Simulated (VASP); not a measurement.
# GaN (Fm-3m) in VASP: a series of runs, part 2 of 2

VASP 6.6.1.

## Step 4: Relaxation of cell and atoms, RPBE+D4

INCAR reads:

```
SYSTEM = GaN
PREC = Accurate
ENCUT = 600
EDIFF = 1E-6
ISMEAR = -1
SIGMA = 0.05
LREAL = .False.
LASPH = .True.
NELM = 100
ALGO = Normal
ISIF = 3
LWAVE = .False.
LCHARG = .False.
GGA = RP
IVDW = 13
IBRION = 2
NSW = 60
EDIFFG = -0.01
```

KPOINTS reads:

```
regular mesh
0
Gamma
  11 11 11
  0 0 0
```

POSCAR reads:

```
GaN
1.0
    0.0000000000      2.1352350000      2.1352350000
    2.1352350000      0.0000000000      2.1352350000
    2.1352350000      2.1352350000      0.0000000000
Ga N
1 1
Direct
    0.0000000000      0.0000000000      0.0000000000
    0.5000000000      0.5000000000      0.5000000000
```

Potentials or basis: VASP PAW PBE potentials, release 64 (Ga_d, N).

Launch:

```
cat potpaw_PBE.64/Ga_d/POTCAR potpaw_PBE.64/N/POTCAR > POTCAR
mpirun -np 1 vasp_std > vasp.out
```

OUTCAR:

```text
SYSTEM = GaN
   PREC = Accurate
   ENCUT = 600
   EDIFF = 1E-6
   ISMEAR = -1
   LREAL = .False.
   LASPH = .True.
   NELM = 100
   ISIF = 3
   GGA = RP
   IVDW = 13
   IBRION = 2
   NSW = 60
   EDIFFG = -0.01

 ion  position               nearest neighbor table
   1  0.000  0.000  0.000-   2 2.14   2 2.14   2 2.14   2 2.14   2 2.14   2 2.14
   2  0.500  0.500  0.500-   1 2.14   1 2.14   1 2.14   1 2.14   1 2.14   1 2.14

  LATTYP: Found a face centered cubic cell.
 ALAT       =     4.2704700000

  Lattice vectors:

 A1 = (   0.0000000000,   2.1352350000,   2.1352350000)
 A2 = (   2.1352350000,   0.0000000000,   2.1352350000)
 A3 = (   2.1352350000,   2.1352350000,   0.0000000000)

Analysis of symmetry for initial positions (statically):
=====================================================================
 Subroutine PRICEL returns:
 Original cell was already a primitive cell.

 Routine SETGRP: Setting up the symmetry group for a
 face centered cubic supercell.

 Subroutine GETGRP returns: Found 48 space group operations
 (whereof 48 operations were pure point group operations)
 out of a pool of 48 trial point group operations.

The static configuration has the point symmetry O_h .

Analysis of symmetry for dynamics (positions and initial velocities):
=====================================================================
 Subroutine PRICEL returns:
 Original cell was already a primitive cell.

 Routine SETGRP: Setting up the symmetry group for a
 face centered cubic supercell.

 Subroutine GETGRP returns: Found 48 space group operations
 (whereof 48 operations were pure point group operations)
 out of a pool of 48 trial point group operations.

The dynamic configuration has the point symmetry O_h .

 Subroutine INISYM returns: Found 48 space group operations
 (whereof 48 operations are pure point group operations),
 and found     1 'primitive' translations

----------------------------------------------------------------------------------------

                                     Primitive cell

  volume of cell :      19.4700

  direct lattice vectors                    reciprocal lattice vectors
     0.000000000  2.135235000  2.135235000    -0.234166263  0.234166263  0.234166263
     2.135235000  0.000000000  2.135235000     0.234166263 -0.234166263  0.234166263
     2.135235000  2.135235000  0.000000000     0.234166263  0.234166263 -0.234166263

  length of vectors
     3.019678296  3.019678296  3.019678296     0.405587864  0.405587864  0.405587864

  position of ions in fractional coordinates (direct lattice)
     0.000000000  0.000000000  0.000000000
     0.500000000  0.500000000  0.500000000

  ion indices of the primitive-cell ions
   primitive index   ion index
                 1           1
                 2           2

----------------------------------------------------------------------------------------

 KPOINTS: regular mesh

Automatic generation of k-mesh.
 Grid dimensions read from file:
 generate k-points for:   11   11   11

 Generating k-lattice:

  Cartesian coordinates                     Fractional coordinates (reciprocal lattice)
    -0.021287842  0.021287842  0.021287842     0.090909091  0.000000000  0.000000000
     0.021287842 -0.021287842  0.021287842     0.000000000  0.090909091  0.000000000
     0.021287842  0.021287842 -0.021287842     0.000000000  0.000000000  0.090909091

  Length of vectors
     0.036871624  0.036871624  0.036871624

  Shift w.r.t. Gamma in fractional coordinates (k-lattice)
     0.000000000  0.000000000  0.000000000

 Subroutine IBZKPT returns following result:
 ===========================================

 Found     56 irreducible k-points:

 Following reciprocal coordinates:
            Coordinates               Weight
  0.000000  0.000000  0.000000      1.000000
  0.090909  0.000000  0.000000      8.000000
  0.181818  0.000000  0.000000      8.000000
  0.272727  0.000000  0.000000      8.000000
  0.363636  0.000000  0.000000      8.000000
  0.454545  0.000000  0.000000      8.000000
[... 16 lines left out ...]
 -0.272727  0.181818  0.000000     24.000000
 -0.181818  0.181818  0.000000     12.000000
 [... further k-points ...]
   k-points           NKPTS =     56   k-points in BZ     NKDIM =     56   number of bands    NBANDS=     13
   number of dos      NEDOS =    301   number of ions     NIONS =      2
   total plane-waves  NPLWV =  13824
   dimension x,y,z NGX =    24 NGY =   24 NGZ =   24
   dimension x,y,z NGXF=    48 NGYF=   48 NGZF=   48
   ions per type =               1   1
   NGX,Y,Z   is equivalent  to a cutoff of  13.21, 13.21, 13.21 a.u.
   NGXF,Y,Z  is equivalent  to a cutoff of  26.43, 26.43, 26.43 a.u.
 SYSTEM =  GaN
   PREC   = accura    normal or accurate (medium, high low for compatibility)
   ISTART =      0    job   : 0-new  1-cont  2-samecut
   ICHARG =      2    charge: 1-file 2-atom 10-const
   ISPIN  =      1    spin polarized calculation?
   LNONCOLLINEAR =      F non collinear calculations
   LSORBIT =      F    spin-orbit coupling
   LASPH  =      T    aspherical Exc in radial PAW
   ENCUT  =  600.0 eV  44.10 Ry    6.64 a.u.   6.03  6.03  6.03*2*pi/ulx,y,z
   NELM   =    100;   NELMIN=  2; NELMDL= -5     # of ELM steps
   EDIFF  = 0.1E-05   stopping-criterion for ELM
   LREAL  =      F    real-space projection
   EDIFFG = -.1E-01   stopping-criterion for IOM
   NSW    =     60    number of steps for IOM
   IBRION =      2    ionic relax: 0-MD 1-quasi-New 2-CG
   NFREE  =      1    steps in history (QN), initial steepest desc. (CG)
   ISIF   =      3    stress and relaxation
   ISYM   =      2    0-nonsym 1-usesym 2-fastsym
   POTIM  = 0.5000    time-step for ionic-motion
   TEBEG  =    0.0;   TEEND  =   0.0 temperature during run
   PSTRESS=    0.0 pullay stress
   NELECT =      18.0000    total number of electrons
   NUPDOWN=      -1.0000    fix difference up-down
   EMIN   =  10.00;   EMAX   =-10.00  energy-range for DOS
   EFERMI =   0.00;   METHOD = LEGACY
   ISMEAR =    -1;   SIGMA  =   0.05  broadening in eV -4-tet -1-fermi 0-gaus
   EFERMI_NEDOS =   21; number of points for ismear=-14 and -15
   IALGO  =     38    algorithm
   IMIX   =      4    mixing-type and parameters
     AMIX     =   0.40;   BMIX     =  1.00
     AMIX_MAG =   1.60;   BMIX_MAG =  1.00
  volume/ion in A,a.u.               =       9.74        65.70
  Fermi-wavevector in a.u.,A,eV,Ry     =   1.594814  3.013761 34.605481  2.543431
  Thomas-Fermi vector in A             =   2.692830
   LORBIT       =      0    0 simple, 1 ext, 2 COOP (PROOUT), +10 PAW based schemes
   GGA     = RP    functional components
   LHFCALC =     F    Hartree Fock is set to
   AEXX    =    0.0000 exact exchange contribution
   IVDW    =    13    specifies the selected vdW correction
   LEPSILON=     F    determine dielectric tensor
   LRPA    =     F    only Hartree local field effects (RPA)
 conjugate gradient relaxation of ions
 non-spin polarized calculation
  energy-cutoff  :      600.00
  volume of cell :       19.47
 maximum number of plane-waves:       662
   NGX = 13   NGY = 13   NGZ = 13

--------------------------------------- Ionic step        1  -------------------------------------------

 number of electron      18.0000005 magnetization

 Free energy of the ion-electron system (eV)
  ---------------------------------------------------
  ext. energy  EPLUGINS =         0.00000000
  ---------------------------------------------------
  free energy    TOTEN  =       -10.34547230 eV

  energy without entropy =      -10.34544772  energy(sigma->0) =      -10.34546001

------------------------ aborting loop because EDIFF is reached ----------------------------------------

  DFT-D4 for vdW energy calculation

  Edisp (eV):   -1.84377
[... 191 lines left out ...]
--------------------------------------- Ionic step        6  -------------------------------------------

 number of electron      18.0000005 magnetization

 Free energy of the ion-electron system (eV)
  ---------------------------------------------------
  ext. energy  EPLUGINS =         0.00000000
  ---------------------------------------------------
  free energy    TOTEN  =       -10.28336969 eV

  energy without entropy =      -10.28336816  energy(sigma->0) =      -10.28336892

 E-fermi :   8.7748     XC(G=0): -13.0301

 val. band max:        8.2657054798   @ k =  -0.1818   0.1818   0.0000
 cond. band min:       9.2134382422   @ k =   0.4545   0.4545   0.0000
 fundamental gap:      0.9477327624
 Fermi energy:         8.7748067019

 k-point     1 :       0.0000    0.0000    0.0000
  band No.  band energies     occupation
      1      -9.2673      2.00000
      2      -5.7310      2.00000
      3      -5.7310      2.00000
      4      -5.7310      2.00000
      5      -5.6329      2.00000
      6      -5.6329      2.00000
      7       7.7340      2.00000
      8       7.7340      2.00000
      9       7.7340      2.00000
     10      10.7296      0.00000
     11      23.0844      0.00000
     12      23.0844      0.00000
     13      23.0844      0.00000
[... 354 lines left out ...]
  band No.  band energies     occupation
      1      -7.7383      2.00000
      2      -5.8028      2.00000
      3      -5.7947      2.00000
      4      -5.7728      2.00000
      5      -5.6357      2.00000
      6      -5.4249      2.00000
      7       3.3692      2.00000
      8       5.8746      2.00000
      9       8.2657      1.99992
     10      14.5782      0.00000
     11      17.1553      0.00000
     12      18.3249      0.00000
     13      19.1996      0.00000

 [... further k-points ...]

------------------------ aborting loop because EDIFF is reached ----------------------------------------

  DFT-D4 for vdW energy calculation

  Edisp (eV):   -1.93685
[... 25 lines left out ...]
  FREE ENERGIE OF THE ION-ELECTRON SYSTEM (eV)
  ---------------------------------------------------
  free  energy   TOTEN  =       -12.2202215196 eV

  energy  without entropy=      -12.2202199910  energy(sigma->0) =      -12.22022076

 reached required accuracy - stopping structural energy minimisation
```

OSZICAR:

```text
N       E                     dE             d eps       ncg     rms          rms(c)
DAV:   1     0.943590892328E+02    0.94359E+02   -0.10568E+04  1562   0.280E+03
DAV:   2    -0.428744147017E+01   -0.98647E+02   -0.92714E+02  1576   0.391E+02
DAV:   3    -0.119845916806E+02   -0.76972E+01   -0.75976E+01  1671   0.946E+01
[... 45 lines left out ...]
DAV:   1    -0.102835153383E+02    0.18729E-02   -0.21107E-03  1691   0.131E+00    0.744E-02
DAV:   2    -0.102834046494E+02    0.11069E-03   -0.16801E-04  1771   0.460E-01    0.358E-02
DAV:   3    -0.102833724133E+02    0.32236E-04   -0.46511E-05  1764   0.253E-01    0.689E-03
DAV:   4    -0.102833697118E+02    0.27015E-05   -0.58771E-06  1641   0.374E-02    0.124E-03
DAV:   5    -0.102833696880E+02    0.23755E-07   -0.86173E-08   728   0.460E-03
   6 F= -.12220222E+02 E0= -.12220221E+02  d E =-.109375E-04
```

CONTCAR:

```text
GaN
   1.00000000000000
    -0.0000000000000000    2.1003914421093097    2.1003914421093097
     2.1003914421093097   -0.0000000000000000    2.1003914421093097
     2.1003914421093097    2.1003914421093097   -0.0000000000000000
  Ga              N
     1     1
Direct
     0.0000000000000000    1.0000000000000000    0.0000000000000000
     0.5000000000000000    0.5000000000000000    0.5000000000000000

  0.00000000E+00  0.00000000E+00  0.00000000E+00
  0.00000000E+00  0.00000000E+00  0.00000000E+00
```

It took 36 s on 1 thread of Intel Xeon 6975P-C (Granite Rapids), shared host; peak memory 0.16 GiB.

Results:

| Property | Result |
| --- | --- |
| Free energy | -12.2202 eV |
| Relaxed volume | 9.27 Å³/atom |
| Relaxed cell | a = 2.970 Å, b = 2.970 Å, c = 2.970 Å, α = 60.00°, β = 60.00°, γ = 60.00° |
| Space group after relaxing (to 0.05 Å) | Fm-3m (No. 225) |
| Energy gained by relaxing | 15.5 meV/atom |
| Ionic steps | 6 |
| Pressure after relaxing | 0.1 GPa |
| Band gap on the k mesh | 0.95 eV, indirect (least direct gap 3.00 eV) |
| Dispersion energy per atom | -0.968 eV |

The path:
```tsv
step	energy change (eV)	largest force (eV/Å)	pressure (GPa)	volume (Å³)
1	0.0000	0.0000	-10.09	19.47
2	-0.0081	0.0000	10.49	17.79
3	-0.0310	0.0000	-0.17	18.53
4	-0.0310	0.0000	0.25	18.52
5	-0.0310	0.0000	-0.30	18.55
6	-0.0310	0.0000	0.05	18.53
```

Final structure:
```
Ga N
1.0
     0.00000    2.10039    2.10039
     2.10039    0.00000    2.10039
     2.10039    2.10039    0.00000
Ga N
1 1
Direct
  0.00000 0.00000 0.00000
  0.50000 0.50000 0.50000
```

Caveat: the PAW data sets were made with another functional, which shifts forces and pressure a little. As with any semilocal functional, this RPBE gap is likely too small.

## Step 5: Overview

| task | level | cell | cutoff (eV) | smearing | gap on the mesh (eV) | pressure (GPa) |
| --- | --- | --- | --- | --- | --- | --- |
| single point | PBE | as given | 520 | gaussian 0.029 eV | 0.54 | 0.4 |
| single point | PBE | as given | 520 | gaussian 0.03 eV | 0.54 | 0.4 |
| relaxation of cell and atoms | RPBE+D4 | relaxed | 600 | fermi-dirac 0.05 eV | 0.95 | 0.1 |

Alike in all rows: potentials or basis VASP PAW PBE potentials, release 64 (Ga_d, N); no spin polarisation; k mesh 11 × 11 × 11.

Caveats: the PAW data sets were made with another functional, which shifts forces and pressure a little (some runs).

Absolute energies hang on the potentials; compare differences alone.
